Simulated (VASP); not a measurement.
# Sr (C2/m) in VASP: notebook

Sr is run at these levels: LDA; tasks: electric field gradients.

All numbers are computed with VASP 6.6.1; they aren't measurements. Logs are shortened: lines on timing, memory, paths and dates and some standing lists are left out, and cuts for length are marked.

### Step 1. The cell of the first run

Symmetry: C2/m, No. 12, monoclinic system. Conventional cell: a = 6.394 Å, b = 5.720 Å, c = 3.050 Å, α = 90.00°, β = 118.49°, γ = 90.00°. Sr (site symmetry m) has 9 Sr at 2.56 to 3.62 Å within 3.7 Å.

### Step 2. Electric field gradients, LDA (shortest bond scaled by 0.88)

Input file INCAR:

```
SYSTEM = Sr
PREC = Accurate
ENCUT = 520
EDIFF = 1E-8
ISMEAR = -1
SIGMA = 0.05
LREAL = .False.
LASPH = .True.
NELM = 60
ALGO = Normal
ISIF = 2
LWAVE = .False.
LCHARG = .False.
GGA = CA
LEFG = .True.
NBANDS = 17
```

Input file KPOINTS:

```
Automatic mesh
0
Gamma
  11 11 11
  0 0 0
```

Input file POSCAR:

```
Sr
1.0
   -2.8100000000      2.8600000000      1.5250000000
    2.8100000000     -2.8600000000      1.5250000000
    2.8100000000      2.8600000000     -1.5250000000
Sr
2
Direct
    0.3900000000      0.1100000000      0.2200000000
    0.6100000000      0.8900000000      0.7800000000
```

Potentials or basis: VASP PAW LDA potentials, release 64 (Sr_sv).

Started as:

```
> cat potpaw_LDA.64/Sr_sv/POTCAR > POTCAR
> mpirun -np 1 vasp_std > vasp.out
```

OUTCAR:

```text
SYSTEM = Sr
   PREC = Accurate
   ENCUT = 520
   EDIFF = 1E-8
   ISMEAR = -1
   LREAL = .False.
   LASPH = .True.
   NELM = 60
   ISIF = 2
   GGA = CA

 ion  position               nearest neighbor table
   1  0.390  0.110  0.220-   2 2.56   2 3.00   2 3.00   2 3.22   2 3.43   2 3.62   2 3.62   2 3.95
                             2 4.47   2 4.85
   2  0.610  0.890  0.780-   1 2.56   1 3.00   1 3.00   1 3.22   1 3.43   1 3.62   1 3.62   1 3.95
                             1 4.47   1 4.85

 -----------------------------------------------------------------------------
|                                                                             |
|           W    W    AA    RRRRR   N    N  II  N    N   GGGG   !!!           |
|           W    W   A  A   R    R  NN   N  II  NN   N  G    G  !!!           |
|           W    W  A    A  R    R  N N  N  II  N N  N  G       !!!           |
|           W WW W  AAAAAA  RRRRR   N  N N  II  N  N N  G  GGG   !            |
|           WW  WW  A    A  R   R   N   NN  II  N   NN  G    G                |
|           W    W  A    A  R    R  N    N  II  N    N   GGGG   !!!           |
|                                                                             |
|     The distance between some ions is very small. Please check the          |
|     nearest-neighbor list in the OUTCAR file.                               |
|     I HOPE YOU KNOW WHAT YOU ARE DOING!                                     |
|                                                                             |
 -----------------------------------------------------------------------------

  LATTYP: Found a body centered orthorhombic cell.
 ALAT       =     3.0500000000
 B/A-ratio  =     1.8426229508
 C/A-ratio  =     1.8754098361

  Lattice vectors:

 A1 = (   2.8100000000,  -2.8600000000,   1.5250000000)
 A2 = (  -2.8100000000,  -2.8600000000,  -1.5250000000)
 A3 = (   2.8100000000,   2.8600000000,  -1.5250000000)

Analysis of symmetry for initial positions (statically):
=====================================================================
 Subroutine PRICEL returns:
 Original cell was already a primitive cell.

 Routine SETGRP: Setting up the symmetry group for a
 body centered orthorhombic supercell.

 Subroutine GETGRP returns: Found  4 space group operations
 (whereof  2 operations were pure point group operations)
 out of a pool of  8 trial point group operations.

The static configuration has the point symmetry S_2 .
 The point group associated with its full space group is C_2h.

Analysis of symmetry for dynamics (positions and initial velocities):
=====================================================================
 Subroutine PRICEL returns:
 Original cell was already a primitive cell.

 Routine SETGRP: Setting up the symmetry group for a
 body centered orthorhombic supercell.

 Subroutine GETGRP returns: Found  4 space group operations
 (whereof  2 operations were pure point group operations)
 out of a pool of  8 trial point group operations.

The dynamic configuration has the point symmetry S_2 .
 The point group associated with its full space group is C_2h.

 Subroutine INISYM returns: Found  4 space group operations
 (whereof  2 operations are pure point group operations),
 and found     1 'primitive' translations

----------------------------------------------------------------------------------------

                                     Primitive cell

  volume of cell :      49.0233

  direct lattice vectors                    reciprocal lattice vectors
    -2.810000000  2.860000000  1.525000000     0.000000000  0.174825175  0.327868852
     2.810000000 -2.860000000  1.525000000     0.177935943  0.000000000  0.327868852
     2.810000000  2.860000000 -1.525000000     0.177935943  0.174825175  0.000000000

  length of vectors
     4.289676561  4.289676561  4.289676561     0.371566718  0.373040459  0.249449477

  position of ions in fractional coordinates (direct lattice)
     0.390000000  0.110000000  0.220000000
     0.610000000  0.890000000  0.780000000

  ion indices of the primitive-cell ions
   primitive index   ion index
                 1           1
                 2           2

----------------------------------------------------------------------------------------

[... 60 lines left out ...]
   PREC   = accura    normal or accurate (medium, high low for compatibility)
   ISTART =      0    job   : 0-new  1-cont  2-samecut
   ICHARG =      2    charge: 1-file 2-atom 10-const
   ISPIN  =      1    spin polarized calculation?
   LNONCOLLINEAR =      F non collinear calculations
   LSORBIT =      F    spin-orbit coupling
   LASPH  =      T    aspherical Exc in radial PAW
   ENCUT  =  520.0 eV  38.22 Ry    6.18 a.u.   7.98  7.98  7.98*2*pi/ulx,y,z
   NELM   =     60;   NELMIN=  2; NELMDL= -5     # of ELM steps
   EDIFF  = 0.1E-07   stopping-criterion for ELM
   LREAL  =      F    real-space projection
   EDIFFG = 0.1E-06   stopping-criterion for IOM
   NSW    =      0    number of steps for IOM
   IBRION =     -1    ionic relax: 0-MD 1-quasi-New 2-CG
   NFREE  =      0    steps in history (QN), initial steepest desc. (CG)
   ISIF   =      2    stress and relaxation
   ISYM   =      2    0-nonsym 1-usesym 2-fastsym
   POTIM  = 0.5000    time-step for ionic-motion
   TEBEG  =    0.0;   TEEND  =   0.0 temperature during run
   PSTRESS=    0.0 pullay stress
   NELECT =      20.0000    total number of electrons
   NUPDOWN=      -1.0000    fix difference up-down
   EMIN   =  10.00;   EMAX   =-10.00  energy-range for DOS
   EFERMI =   0.00;   METHOD = LEGACY
   ISMEAR =    -1;   SIGMA  =   0.05  broadening in eV -4-tet -1-fermi 0-gaus
   EFERMI_NEDOS =   21; number of points for ismear=-14 and -15
   IALGO  =     38    algorithm
   IMIX   =      4    mixing-type and parameters
     AMIX     =   0.40;   BMIX     =  1.00
     AMIX_MAG =   1.60;   BMIX_MAG =  1.00
  volume/ion in A,a.u.               =      24.51       165.41
  Fermi-wavevector in a.u.,A,eV,Ry     =   1.214183  2.294473 20.058253  1.474240
  Thomas-Fermi vector in A             =   2.349611
   LORBIT       =      0    0 simple, 1 ext, 2 COOP (PROOUT), +10 PAW based schemes
   GGA     = CA    functional components
   LHFCALC =     F    Hartree Fock is set to
   AEXX    =    0.0000 exact exchange contribution
   IVDW    =     0    specifies the selected vdW correction
   LEPSILON=     F    determine dielectric tensor
   LRPA    =     F    only Hartree local field effects (RPA)
 non-spin polarized calculation
  energy-cutoff  :      520.00
  volume of cell :       49.02
 maximum number of plane-waves:      1342
   NGX = 15   NGY = 15   NGZ = 15

 number of electron      20.0000000 magnetization

 Free energy of the ion-electron system (eV)
  ---------------------------------------------------
  ext. energy  EPLUGINS =         0.00000000
  ---------------------------------------------------
  free energy    TOTEN  =        -1.02400559 eV

  energy without entropy =       -1.01600609  energy(sigma->0) =       -1.02000584

 E-fermi :   4.8588     XC(G=0): -10.5494

 val. band max:        4.8517722073   @ k =  -0.2727   0.2727   0.1818
 cond. band min:       4.8731687397   @ k =  -0.3636  -0.4545  -0.3636
 fundamental gap:      0.0213965324
 Fermi energy:         4.8588143348

 k-point     1 :       0.0000    0.0000    0.0000
  band No.  band energies     occupation
      1     -31.2065      2.00000
      2     -30.1625      2.00000
      3     -14.4957      2.00000
      4     -13.5875      2.00000
      5     -12.0805      2.00000
      6     -12.0153      2.00000
[... 457 lines left out ...]
      4     -13.2378      2.00000
      5     -12.8067      2.00000
      6     -12.4451      2.00000
[... 9 lines left out ...]
     16      10.0131      0.00000
     17      11.8752      0.00000

 [... further k-points ...]

------------------------ aborting loop because EDIFF is reached ----------------------------------------

  FORCE on cell =-STRESS in cart. coord.  units (eV):
  Direction    XX          YY          ZZ          XY          YZ          ZX
  --------------------------------------------------------------------------------------
  -------------------------------------------------------------------------------------
  Total        9.3496861      5.6392239      6.9698286      0.0000000      0.0000000     -0.1513720
  in kB      305.5662796    184.3010179    227.7878177      0.0000000      0.0000000     -4.9471378
  external PRESSURE =     239.2183717 kB  Pullay stress =       0.0000000 kB

 VOLUME and BASIS-vectors are now :
 -----------------------------------------------------------------------------
  energy-cutoff  :      520.00
  volume of cell :       49.02
      direct lattice vectors                 reciprocal lattice vectors
    -2.810000000  2.860000000  1.525000000     0.000000000  0.174825175  0.327868852
     2.810000000 -2.860000000  1.525000000     0.177935943  0.000000000  0.327868852
     2.810000000  2.860000000 -1.525000000     0.177935943  0.174825175  0.000000000

 POSITION                                       TOTAL-FORCE (eV/Angst)
 -----------------------------------------------------------------------------------
     -0.16860      1.43000      0.42700         2.415826      0.000000     -0.133908
      2.97860      1.43000      1.09800        -2.415826     -0.000000      0.133908
 -----------------------------------------------------------------------------------
    total drift:                                0.000000     -0.000000      0.000000

  FREE ENERGIE OF THE ION-ELECTRON SYSTEM (eV)
  ---------------------------------------------------
  free  energy   TOTEN  =        -1.0240055861 eV

  energy  without entropy=       -1.0160060880  energy(sigma->0) =       -1.02000584

 Electric field gradients (V/A^2)
---------------------------------------------------------------------
 ion       V_xx      V_yy      V_zz      V_xy      V_xz      V_yz
---------------------------------------------------------------------
   1     -36.508   -37.978    74.485     0.000   -19.268     0.000
   2     -36.508   -37.978    74.485     0.000   -19.268     0.000
---------------------------------------------------------------------

 Electric field gradients after diagonalization (V/A^2)
 (convention: |V_zz| > |V_xx| > |V_yy|)
----------------------------------------------------------------------
 ion       V_xx      V_yy      V_zz     asymmetry (V_yy - V_xx)/ V_zz
----------------------------------------------------------------------
   1     -39.757   -37.978    77.735       0.023
   2     -39.757   -37.978    77.735       0.023
----------------------------------------------------------------------

           NMR quadrupolar parameters

 Cq : quadrupolar parameter    Cq=e*Q*V_zz/h
 eta: asymmetry parameters     (V_yy - V_xx)/ V_zz
 Q  : nuclear electric quadrupole moment in mb (millibarn)
----------------------------------------------------------------------
 ion       Cq(MHz)       eta       Q (mb)
----------------------------------------------------------------------
   1       0.188       0.023       1.000
   2       0.188       0.023       1.000
----------------------------------------------------------------------
```

Run time: 5 min. Hardware: 1 thread of Intel Xeon 8259CL, shared host; peak memory 0.36 GiB.

Results:

* Free energy: -1.0240 eV
* Pressure: 23.9 GPa
* Largest force: 2.420 eV/Å
* Band gap on the k mesh: zero (bands 10 and 11 overlap by 1.26 eV)
* Largest electric field gradient by atom: Sr +77.7 V/Å²

Forces in eV/Å, atoms in the order of the input:
```
Sr   2.416  0.000 -0.134
Sr  -2.416  0.000  0.134
```

Electric field gradients, principal values (V/Å²):
```csv
atom,least,middle,greatest (by size)
1 Sr,-37.978,-39.757,77.735
2 Sr,-37.978,-39.757,77.735
```

Caveat: the cell differs from its parent crystal (shortest bond scaled by 0.88); the cell stands under pressure; without QUAD_EFG the Cq values of the log hold for a quadrupole moment of 1 mb, not for the nuclei; forces of over 1 eV/Å act on the atoms, so gaps and moduli don't describe the material at rest.

### Step 3. Electric field gradients, LDA (shortest bond scaled by 0.82)

Input file INCAR:

```
PREC = Accurate
ENCUT = 520
EDIFF = 1E-8
ISMEAR = -1
SIGMA = 0.05
LREAL = False
LASPH = True
NELM = 60
ALGO = Normal
ISIF = 2
LWAVE = False
LCHARG = False
GGA = CA
LEFG = True
NBANDS = 17
```

Input file KPOINTS:

```
Automatic mesh
0
Gamma
  11 11 11
```

Input file POSCAR:

```
Sr
1.0
   -2.8100000000      2.8600000000      1.5250000000
    2.8100000000     -2.8600000000      1.5250000000
    2.8100000000      2.8600000000     -1.5250000000
Sr
2
Direct
    0.3975000000      0.1025000000      0.2050000000
    0.6025000000      0.8975000000      0.7950000000
```

Potentials or basis: VASP PAW LDA potentials, release 64 (Sr_sv).

Started as:

```
> cat potpaw_LDA.64/Sr_sv/POTCAR > POTCAR
> mpirun -np 1 vasp_std > vasp.out
```

OUTCAR:

```text
PREC = Accurate
   ENCUT = 520
   EDIFF = 1E-8
   ISMEAR = -1
   LREAL = False
   LASPH = True
   NELM = 60
   ISIF = 2
   GGA = CA

 ion  position               nearest neighbor table
   1  0.398  0.102  0.205-   2 2.39   2 3.04   2 3.04   2 3.34   2 3.37   2 3.61   2 3.61   2 4.11
                             2 4.34   2 4.90
   2  0.602  0.898  0.795-   1 2.39   1 3.04   1 3.04   1 3.34   1 3.37   1 3.61   1 3.61   1 4.11
                             1 4.34   1 4.90

 -----------------------------------------------------------------------------
|                                                                             |
|           W    W    AA    RRRRR   N    N  II  N    N   GGGG   !!!           |
|           W    W   A  A   R    R  NN   N  II  NN   N  G    G  !!!           |
|           W    W  A    A  R    R  N N  N  II  N N  N  G       !!!           |
|           W WW W  AAAAAA  RRRRR   N  N N  II  N  N N  G  GGG   !            |
|           WW  WW  A    A  R   R   N   NN  II  N   NN  G    G                |
|           W    W  A    A  R    R  N    N  II  N    N   GGGG   !!!           |
|                                                                             |
|     The distance between some ions is very small. Please check the          |
|     nearest-neighbor list in the OUTCAR file.                               |
|     I HOPE YOU KNOW WHAT YOU ARE DOING!                                     |
|                                                                             |
 -----------------------------------------------------------------------------
[... 699 lines left out ...]
 -----------------------------------------------------------------------------------
    total drift:                               -0.000000      0.000000     -0.000000

  FREE ENERGIE OF THE ION-ELECTRON SYSTEM (eV)
  ---------------------------------------------------
  free  energy   TOTEN  =        -0.4026872707 eV

  energy  without entropy=       -0.3939828195  energy(sigma->0) =       -0.39833505

 Electric field gradients (V/A^2)
---------------------------------------------------------------------
 ion       V_xx      V_yy      V_zz      V_xy      V_xz      V_yz
---------------------------------------------------------------------
   1     -64.806   -24.283    89.089     0.000   -11.427     0.000
   2     -64.806   -24.283    89.089     0.000   -11.427     0.000
---------------------------------------------------------------------

 Electric field gradients after diagonalization (V/A^2)
 (convention: |V_zz| > |V_xx| > |V_yy|)
----------------------------------------------------------------------
 ion       V_xx      V_yy      V_zz     asymmetry (V_yy - V_xx)/ V_zz
----------------------------------------------------------------------
   1     -65.650   -24.283    89.933       0.460
   2     -65.650   -24.283    89.933       0.460
----------------------------------------------------------------------

           NMR quadrupolar parameters

 Cq : quadrupolar parameter    Cq=e*Q*V_zz/h
 eta: asymmetry parameters     (V_yy - V_xx)/ V_zz
 Q  : nuclear electric quadrupole moment in mb (millibarn)
----------------------------------------------------------------------
 ion       Cq(MHz)       eta       Q (mb)
----------------------------------------------------------------------
   1       0.217       0.460       1.000
   2       0.217       0.460       1.000
----------------------------------------------------------------------
```

OSZICAR:

```text
N       E                     dE             d eps       ncg     rms          rms(c)
DAV:   1     0.107891011274E+03    0.10789E+03   -0.10421E+04 12444   0.111E+03
DAV:   2     0.530572500844E+01   -0.10259E+03   -0.10061E+03 16060   0.258E+02
DAV:   3    -0.633719920050E+00   -0.59394E+01   -0.58956E+01 21814   0.470E+01
DAV:   4    -0.741874535929E+00   -0.10815E+00   -0.10803E+00 15532   0.515E+00
DAV:   5    -0.744005574872E+00   -0.21310E-02   -0.21308E-02 18152   0.504E-01    0.398E+01
DAV:   6    -0.478702595890E+00    0.26530E+00   -0.26901E-01 13325   0.405E+00    0.225E+01
DAV:   7    -0.405220069300E+00    0.73483E-01   -0.29204E-01 22950   0.358E+00    0.131E+00
DAV:   8    -0.402419899619E+00    0.28002E-02   -0.19593E-02 13842   0.118E+00    0.376E-01
DAV:   9    -0.402697366944E+00   -0.27747E-03   -0.18755E-03 17463   0.313E-01    0.148E-01
DAV:  10    -0.402692648237E+00    0.47187E-05   -0.17253E-04 15292   0.830E-02    0.515E-02
DAV:  11    -0.402687609899E+00    0.50383E-05   -0.14516E-05 19628   0.248E-02    0.113E-02
DAV:  12    -0.402687261659E+00    0.34824E-06   -0.13695E-06 17164   0.109E-02    0.386E-03
DAV:  13    -0.402687275639E+00   -0.13981E-07   -0.34087E-07 17592   0.391E-03    0.183E-03
DAV:  14    -0.402687270700E+00    0.49395E-08   -0.23543E-08 10818   0.120E-03
   1 F= -.40268727E+00 E0= -.39833505E+00  d E =-.870445E-02
```

Run time: 4.3 min. Hardware: 1 thread of Intel Xeon 8259CL, shared host; peak memory 0.36 GiB.

What came out:

```
Free energy                             : -0.4027 eV
Pressure                                : 27.2 GPa
Largest force                           : 5.092 eV/Å
Band gap on the k mesh                  : zero (bands 10 and 11 overlap by 1.40 eV)
Largest electric field gradient by atom : Sr +89.9 V/Å²
```

Forces in eV/Å, atoms in the order of the input:
```
Sr   5.073  0.000 -0.439
Sr  -5.073  0.000  0.439
```

Electric field gradients, principal values (V/Å²):
| atom | least | middle | greatest (by size) |
| --- | --- | --- | --- |
| 1 Sr | -24.283 | -65.650 | 89.933 |
| 2 Sr | -24.283 | -65.650 | 89.933 |

Caveat: the cell differs from its parent crystal (shortest bond scaled by 0.82); the cell stands under pressure; without QUAD_EFG the Cq values of the log hold for a quadrupole moment of 1 mb, not for the nuclei; forces of over 1 eV/Å act on the atoms, so gaps and moduli don't describe the material at rest.
